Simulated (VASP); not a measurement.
# Rb in VASP: settings compared

The runs below take Rb through single point, with PBE, rpbe exchange, lyp correlation.

Everything below comes from runs of VASP 6.6.1. Logs are shortened: lines on timing, memory, paths and dates and some standing lists are left out, and cuts for length are marked.

## Step 1: The cell of the first run

It takes space group I4/mmm (No. 139, tetragonal). The conventional cell has a = 5.605 Å, b = 5.605 Å, c = 5.717 Å, α = 90.00°, β = 90.00°, γ = 90.00°.

## Step 2: Single point, PBE

Input file INCAR:

```
SYSTEM = Rb
PREC = Accurate ; ENCUT = 500
EDIFF = 1E-6 ; ISMEAR = -1
SIGMA = 0.05 ; LREAL = .False.
LASPH = .True. ; NELM = 120
ALGO = Normal ; ISIF = 2
LWAVE = .False. ; LCHARG = .True.
GGA = PE ; LELF = .True.
LVHAR = .True. ; NBANDS = 10
GGA_COMPAT = .False.
```

Input file KPOINTS:

```
Automatic mesh
0
Gamma
  6 6 6
  0 0 0
```

Input file POSCAR:

```
Rb
1.0
   -2.8025000000      2.8025000000      2.8585500000
    2.8025000000     -2.8025000000      2.8585500000
    2.8025000000      2.8025000000     -2.8585500000
Rb
1
Direct
    0.0000000000      0.0000000000      0.0000000000
```

Potentials or basis: VASP PAW PBE potentials, release 64 (Rb_sv).

On the command line:

```sh
$ cat potpaw_PBE.64/Rb_sv/POTCAR > POTCAR
$ mpirun -np 1 vasp_std > vasp.out
```

OUTCAR:

```text
SYSTEM = Rb
   PREC = Accurate
   ENCUT = 500
   EDIFF = 1E-6
   ISMEAR = -1
   LREAL = .False.
   LASPH = .True.
   NELM = 120
   ISIF = 2
   GGA = PE

 ion  position               nearest neighbor table
   1  0.000  0.000  0.000-

  LATTYP: Found a body centered tetragonal cell.
 ALAT       =     5.6050000000
 C/A-ratio  =     1.0200000000

  Lattice vectors:

 A1 = (  -2.8025000000,   2.8025000000,   2.8585500000)
 A2 = (   2.8025000000,  -2.8025000000,   2.8585500000)
 A3 = (   2.8025000000,   2.8025000000,  -2.8585500000)

Analysis of symmetry for initial positions (statically):
=====================================================================
 Subroutine PRICEL returns:
 Original cell was already a primitive cell.

 Routine SETGRP: Setting up the symmetry group for a
 body centered tetragonal supercell.

 Subroutine GETGRP returns: Found 16 space group operations
 (whereof 16 operations were pure point group operations)
 out of a pool of 16 trial point group operations.

The static configuration has the point symmetry D_4h.

Analysis of symmetry for dynamics (positions and initial velocities):
=====================================================================
 Subroutine PRICEL returns:
 Original cell was already a primitive cell.

 Routine SETGRP: Setting up the symmetry group for a
 body centered tetragonal supercell.

 Subroutine GETGRP returns: Found 16 space group operations
 (whereof 16 operations were pure point group operations)
 out of a pool of 16 trial point group operations.

The dynamic configuration has the point symmetry D_4h.

 Subroutine INISYM returns: Found 16 space group operations
 (whereof 16 operations are pure point group operations),
 and found     1 'primitive' translations

----------------------------------------------------------------------------------------

                                     Primitive cell

  volume of cell :      89.8043

  direct lattice vectors                    reciprocal lattice vectors
    -2.802500000  2.802500000  2.858550000     0.000000000  0.178412132  0.174913855
     2.802500000 -2.802500000  2.858550000     0.178412132  0.000000000  0.174913855
     2.802500000  2.802500000 -2.858550000     0.178412132  0.178412132  0.000000000

  length of vectors
     4.886647174  4.886647174  4.886647174     0.249851447  0.249851447  0.252312857

  position of ions in fractional coordinates (direct lattice)
     0.000000000  0.000000000  0.000000000

  ion indices of the primitive-cell ions
   primitive index   ion index
                 1           1

----------------------------------------------------------------------------------------

 KPOINTS: Automatic mesh

Automatic generation of k-mesh.
 Grid dimensions read from file:
 generate k-points for:    6    6    6

 Generating k-lattice:

  Cartesian coordinates                     Fractional coordinates (reciprocal lattice)
     0.000000000  0.029735355  0.029152309     0.166666667  0.000000000  0.000000000
     0.029735355  0.000000000  0.029152309     0.000000000  0.166666667  0.000000000
     0.029735355  0.029735355  0.000000000     0.000000000  0.000000000  0.166666667

  Length of vectors
     0.041641908  0.041641908  0.042052143

  Shift w.r.t. Gamma in fractional coordinates (k-lattice)
     0.000000000  0.000000000  0.000000000

 Subroutine IBZKPT returns following result:
 ===========================================

 Found     30 irreducible k-points:

 Following reciprocal coordinates:
            Coordinates               Weight
  0.000000  0.000000  0.000000      1.000000
  0.166667  0.000000  0.000000      8.000000
  0.333333  0.000000  0.000000      8.000000
  0.500000 -0.000000  0.000000      4.000000
  0.166667  0.166667  0.000000      8.000000
  0.333333  0.166667  0.000000     16.000000
[... 16 lines left out ...]
 -0.333333 -0.333333  0.166667      8.000000
 -0.166667 -0.333333  0.166667      8.000000
 [... further k-points ...]
   k-points           NKPTS =     30   k-points in BZ     NKDIM =     30   number of bands    NBANDS=     10
   number of dos      NEDOS =    301   number of ions     NIONS =      1
   total plane-waves  NPLWV =  46656
   dimension x,y,z NGX =    36 NGY =   36 NGZ =   36
   dimension x,y,z NGXF=    72 NGYF=   72 NGZF=   72
   ions per type =               1
   NGX,Y,Z   is equivalent  to a cutoff of  12.25, 12.25, 12.25 a.u.
   NGXF,Y,Z  is equivalent  to a cutoff of  24.49, 24.49, 24.49 a.u.
 SYSTEM =  Rb
   PREC   = accura    normal or accurate (medium, high low for compatibility)
   ISTART =      0    job   : 0-new  1-cont  2-samecut
   ICHARG =      2    charge: 1-file 2-atom 10-const
   ISPIN  =      1    spin polarized calculation?
   LNONCOLLINEAR =      F non collinear calculations
   LSORBIT =      F    spin-orbit coupling
   LASPH  =      T    aspherical Exc in radial PAW
   ENCUT  =  500.0 eV  36.75 Ry    6.06 a.u.   8.91  8.91  8.91*2*pi/ulx,y,z
   NELM   =    120;   NELMIN=  2; NELMDL= -5     # of ELM steps
   EDIFF  = 0.1E-05   stopping-criterion for ELM
   LREAL  =      F    real-space projection
   EDIFFG = 0.1E-04   stopping-criterion for IOM
   NSW    =      0    number of steps for IOM
   IBRION =     -1    ionic relax: 0-MD 1-quasi-New 2-CG
   NFREE  =      0    steps in history (QN), initial steepest desc. (CG)
   ISIF   =      2    stress and relaxation
   ISYM   =      2    0-nonsym 1-usesym 2-fastsym
   POTIM  = 0.5000    time-step for ionic-motion
   TEBEG  =    0.0;   TEEND  =   0.0 temperature during run
   PSTRESS=    0.0 pullay stress
   NELECT =       9.0000    total number of electrons
   NUPDOWN=      -1.0000    fix difference up-down
   EMIN   =  10.00;   EMAX   =-10.00  energy-range for DOS
   EFERMI =   0.00;   METHOD = LEGACY
   ISMEAR =    -1;   SIGMA  =   0.05  broadening in eV -4-tet -1-fermi 0-gaus
   EFERMI_NEDOS =   21; number of points for ismear=-14 and -15
   IALGO  =     38    algorithm
   IMIX   =      4    mixing-type and parameters
     AMIX     =   0.40;   BMIX     =  1.00
     AMIX_MAG =   1.60;   BMIX_MAG =  1.00
  volume/ion in A,a.u.               =      89.80       606.03
  Fermi-wavevector in a.u.,A,eV,Ry     =   0.760425  1.436996  7.867527  0.578247
  Thomas-Fermi vector in A             =   1.859440
   LORBIT       =      0    0 simple, 1 ext, 2 COOP (PROOUT), +10 PAW based schemes
   GGA     = PE    functional components
   LHFCALC =     F    Hartree Fock is set to
   AEXX    =    0.0000 exact exchange contribution
   IVDW    =     0    specifies the selected vdW correction
   LEPSILON=     F    determine dielectric tensor
   LRPA    =     F    only Hartree local field effects (RPA)
 non-spin polarized calculation
  energy-cutoff  :      500.00
  volume of cell :       89.80
 maximum number of plane-waves:      2318
   NGX = 17   NGY = 17   NGZ = 17

 number of electron       9.0000000 magnetization

 Free energy of the ion-electron system (eV)
  ---------------------------------------------------
  ext. energy  EPLUGINS =         0.00000000
  ---------------------------------------------------
  free energy    TOTEN  =        -0.92740372 eV

  energy without entropy =       -0.91186717  energy(sigma->0) =       -0.91963545

 E-fermi :   0.0554     XC(G=0):  -5.4981

 val. band max:        0.0478765583   @ k =   0.3333   0.1667   0.0000
 cond. band min:       0.0710283376   @ k =   0.5000   0.1667  -0.0000
 fundamental gap:      0.0231517793
 Fermi energy:         0.0553698957

 k-point     1 :       0.0000    0.0000    0.0000
  band No.  band energies     occupation
      1     -28.8530      2.00000
      2     -12.8942      2.00000
      3     -12.8940      2.00000
      4     -12.8940      2.00000
      5      -1.9477      2.00000
      6       3.7010      0.00000
      7       3.7010      0.00000
      8       3.8008      0.00000
      9       4.6061      0.00000
     10       4.7461      0.00000

 k-point     2 :       0.1667    0.0000    0.0000
  band No.  band energies     occupation
      1     -28.8519      2.00000
      2     -12.9196      2.00000
      3     -12.9022      2.00000
      4     -12.8940      2.00000
      5      -1.6226      2.00000
      6       3.1183      0.00000
      7       3.3729      0.00000
      8       4.0578      0.00000
      9       4.3746      0.00000
     10       4.6219      0.00000

 k-point     3 :       0.3333    0.0000    0.0000
  band No.  band energies     occupation
      1     -28.8497      2.00000
      2     -12.9697      2.00000
      3     -12.9186      2.00000
      4     -12.8938      2.00000
      5      -0.7327      2.00000
      6       1.8644      0.00000
      7       2.8626      0.00000
      8       4.4918      0.00000
      9       4.7155      0.00000
     10       4.9326      0.00000

 k-point     4 :       0.5000   -0.0000    0.0000
  band No.  band energies     occupation
      1     -28.8485      2.00000
      2     -12.9942      2.00000
      3     -12.9268      2.00000
      4     -12.8937      2.00000
      5       0.2668      0.02875
      6       0.8163      0.00000
      7       2.6655      0.00000
      8       4.2961      0.00000
      9       5.2708      0.00000
     10       5.2812      0.00000
[... 222 lines left out ...]
 k-point    22 :      -0.1667    0.5000    0.1667
  band No.  band energies     occupation
      1     -28.8477      2.00000
      2     -12.9873      2.00000
      3     -12.9362      2.00000
      4     -12.9121      2.00000
      5       0.5986      0.00004
      6       0.8939      0.00000
      7       2.8364      0.00000
      8       3.1848      0.00000
      9       4.7717      0.00000
     10       6.0435      0.00000

 k-point    23 :      -0.3333   -0.3333    0.1667
  band No.  band energies     occupation
      1     -28.8472      2.00000
      2     -12.9748      2.00000
      3     -12.9516      2.00000
      4     -12.9194      2.00000
      5       0.5060      0.00024
      6       1.4853      0.00000
      7       2.1225      0.00000
      8       3.8197      0.00000
      9       4.1472      0.00000
     10       5.3143      0.00000

 k-point    24 :      -0.1667   -0.3333    0.1667
  band No.  band energies     occupation
      1     -28.8487      2.00000
      2     -12.9646      2.00000
      3     -12.9279      2.00000
      4     -12.9127      2.00000
      5      -0.4681      1.99994
      6       1.9698      0.00000
      7       2.9895      0.00000
      8       3.3902      0.00000
      9       4.6688      0.00000
     10       4.9385      0.00000

 [... further k-points ...]

------------------------ aborting loop because EDIFF is reached ----------------------------------------

  FORCE on cell =-STRESS in cart. coord.  units (eV):
  Direction    XX          YY          ZZ          XY          YZ          ZX
  --------------------------------------------------------------------------------------
  -------------------------------------------------------------------------------------
  Total        0.0310508      0.0310508      0.0403477      0.0000000      0.0000000      0.0000000
  in kB        0.5539694      0.5539694      0.7198337      0.0000000      0.0000000      0.0000000
  external PRESSURE =       0.6092575 kB  Pullay stress =       0.0000000 kB

 VOLUME and BASIS-vectors are now :
 -----------------------------------------------------------------------------
  energy-cutoff  :      500.00
  volume of cell :       89.80
      direct lattice vectors                 reciprocal lattice vectors
    -2.802500000  2.802500000  2.858550000     0.000000000  0.178412132  0.174913855
     2.802500000 -2.802500000  2.858550000     0.178412132  0.000000000  0.174913855
     2.802500000  2.802500000 -2.858550000     0.178412132  0.178412132  0.000000000

 POSITION                                       TOTAL-FORCE (eV/Angst)
 -----------------------------------------------------------------------------------
      0.00000      0.00000      0.00000        -0.000000      0.000000      0.000000
 -----------------------------------------------------------------------------------
    total drift:                               -0.000000      0.000000      0.000000

  FREE ENERGIE OF THE ION-ELECTRON SYSTEM (eV)
  ---------------------------------------------------
  free  energy   TOTEN  =        -0.9274037248 eV

  energy  without entropy=       -0.9118671707  energy(sigma->0) =       -0.91963545
```

Wall time 29 s (1 thread of Intel Xeon 8259CL, shared host); peak memory 0.2 GiB.

What came out:

* Free energy: -0.9274 eV
* Pressure: 0.1 GPa
* Band gap on the k mesh: zero (an odd number of electrons rules out a gap without spin polarisation)

Levels at points of the mesh, in eV from the Fermi level:
| k point | band 1 | band 2 | band 3 | band 4 | band 5 | band 6 | band 7 | band 8 |
| --- | --- | --- | --- | --- | --- | --- | --- | --- |
| (0.00, 0.00, 0.00) | -28.91 | -12.95 | -12.95 | -12.95 | -2.00 | 3.65 | 3.65 | 3.75 |
| (0.50, 0.00, 0.00) | -28.90 | -13.05 | -12.98 | -12.95 | 0.21 | 0.76 | 2.61 | 4.24 |
| (0.50, 0.50, 0.00) | -28.90 | -13.05 | -12.98 | -12.95 | 0.25 | 0.81 | 2.50 | 4.32 |
| (0.50, 0.50, 0.50) | -28.90 | -13.02 | -13.02 | -13.02 | 1.21 | 1.26 | 3.14 | 3.34 |

## Step 3: Single point, rpbe exchange, lyp correlation (88.04 Å³/atom)

This run uses another cell than the first one, of 88.04 Å³/atom.

Input file INCAR:

```
PREC = Accurate ; ENCUT = 500
EDIFF = 1E-6 ; ISMEAR = -1
SIGMA = 0.01 ; LREAL = F
LASPH = T ; NELM = 120
ALGO = Normal ; ISIF = 2
LWAVE = F ; LCHARG = F
GGA = LIBXC ; LIBXC1 = GGA_X_RPBE
LIBXC2 = GGA_C_LYP ; NBANDS = 10
GGA_COMPAT = F
```

Input file KPOINTS:

```
regular mesh
0
Gamma
  7 7 7
```

Input file POSCAR:

```
Rb
1.0
   -2.8025000000      2.8025000000      2.8025000000
    2.8025000000     -2.8025000000      2.8025000000
    2.8025000000      2.8025000000     -2.8025000000
Rb
1
Direct
    0.0000000000      0.0000000000      0.0000000000
```

Potentials or basis: VASP PAW PBE potentials, release 64 (Rb_sv).

On the command line:

```sh
$ cat potpaw_PBE.64/Rb_sv/POTCAR > POTCAR
$ mpirun -np 1 vasp_std > vasp.out
```

Wall time 8.2 s (1 thread of AMD EPYC 9R45 (Zen 5), shared host); peak memory 0.16 GiB.

The run converged. Its results:

```yaml
Free_energy: -0.5081 eV
Pressure: 0.4 GPa
Band_gap_on_the_k_mesh: zero (an odd number of electrons rules out a gap without spin polarisation)
```

Levels at points of the mesh, in eV from the Fermi level:
```tsv
k point	band 2	band 3	band 4	band 5	band 6	band 7	band 8	band 9
(0.00, 0.00, 0.00)	-13.09	-13.09	-13.09	-1.98	3.57	3.57	3.57	4.52
```

Caveat: the PAW data sets were made with another functional, which shifts forces and pressure a little.

## Step 4: Single point, rpbe exchange, lyp correlation (89.80 Å³/atom)

Input file INCAR:

```
SYSTEM = Rb
ALGO = Normal
EDIFF = 1E-6
ENCUT = 500
GGA = LIBXC
GGA_COMPAT = .FALSE.
ISIF = 2
ISMEAR = -1
LASPH = .TRUE.
LCHARG = .TRUE.
LELF = .TRUE.
LIBXC1 = GGA_X_RPBE
LIBXC2 = GGA_C_LYP
LREAL = .FALSE.
LVHAR = .TRUE.
LWAVE = .FALSE.
NBANDS = 10
NELM = 120
PREC = Accurate
SIGMA = 0.01
```

Input file KPOINTS:

```
k-points
0
G
  7 7 7
  0 0 0
```

Input file POSCAR:

```
Rb
1.0
   -2.8210601435      2.8210601435      2.8210601435
    2.8210601435     -2.8210601435      2.8210601435
    2.8210601435      2.8210601435     -2.8210601435
Rb
1
Direct
    0.0000000000      0.0000000000      0.0000000000
```

On the command line:

```sh
$ cat potpaw_PBE.64/Rb_sv/POTCAR > POTCAR
$ mpirun -np 1 vasp_std > vasp.out
```

Wall time 9 s (1 thread of AMD EPYC 9R45 (Zen 5), shared host); peak memory 0.17 GiB.

Results (log left out):

| Property | Result |
| --- | --- |
| Free energy | -0.5122 eV |
| Pressure | 0.3 GPa |
| Band gap on the k mesh | zero (an odd number of electrons rules out a gap without spin polarisation) |

Levels at points of the mesh, in eV from the Fermi level:
| k point | band 1 | band 2 | band 3 | band 4 | band 5 | band 6 | band 7 | band 8 | band 9 | band 10 |
| --- | --- | --- | --- | --- | --- | --- | --- | --- | --- | --- |
| (0.00, 0.00, 0.00) | -29.05 | -13.09 | -13.09 | -13.09 | -1.96 | 3.55 | 3.55 | 3.55 | 4.49 | 4.49 |

Caveat: the PAW data sets were made with another functional, which shifts forces and pressure a little.

## Step 5: Overview

```tsv
level	cell	k mesh	smearing	gap on the mesh (eV)	pressure (GPa)
PBE	a = 4.887 Å, angles 110.0, 110.0, 108.4°, 1 atom	6 × 6 × 6	fermi-dirac 0.05 eV	none	0.1
rpbe exchange, lyp correlation	a = 4.854 Å, angles 109.5°, 1 atom	7 × 7 × 7	fermi-dirac 0.01 eV	none	0.4
rpbe exchange, lyp correlation	a = 4.886 Å, angles 109.5°, 1 atom	7 × 7 × 7	fermi-dirac 0.01 eV	none	0.3
```

Alike in all rows: task single point; potentials or basis VASP PAW PBE potentials, release 64 (Rb_sv); no spin polarisation; cutoff (eV) 500.

Caveats: the PAW data sets were made with another functional, which shifts forces and pressure a little (at least some runs).

Total energies depend on the potentials used, so only differences within one code and one set of settings carry meaning.
